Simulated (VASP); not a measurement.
Here is a VASP 6.6.1 calculation.

Contents of INCAR:

```
ALGO = Normal
EDIFF = 1E-6
ENCUT = 520
GGA = CA
ISIF = 2
ISMEAR = 0
LASPH = T
LCHARG = T
LELF = T
LREAL = F
LVHAR = T
LWAVE = F
NBANDS = 18
NELM = 100
PREC = Accurate
SIGMA = 0.05
```

KPOINTS

```
k-points
0
Gamma
  9 9 6
```

The input POSCAR:

```
LiF
1.0
    3.2573001070      0.0000000000      0.0000000000
   -1.6286500535      2.8209046404      0.0000000000
    0.0000000000      0.0000000000      4.5478424094
Li F
2 2
Direct
    0.3333333333      0.6666666667      0.3839784076
    0.6666666667      0.3333333333      0.8839784076
    0.3333333333      0.6666666667      0.9910195924
    0.6666666667      0.3333333333      0.4910195924
```

Potentials or basis: VASP PAW LDA potentials, release 64 (Li_sv, F).

The run is started by

```sh
$ cat potpaw_LDA.64/Li_sv/POTCAR potpaw_LDA.64/F/POTCAR > POTCAR
$ mpirun -np 1 vasp_std > vasp.out
```

**Question.** Estimate the largest force.

**Answer.** 0.334 eV/Å.

**Question.** Estimate the band gap on the k mesh.

**Answer.** 7.11 eV.

Forces on the atoms (eV/Å):
```
Li   0.000  0.000  0.334
Li   0.000  0.000  0.334
F    0.000  0.000 -0.334
F    0.000  0.000 -0.334
```

Caveat: an odd mesh through Γ misses points on the zone boundary, where band edges can lie.
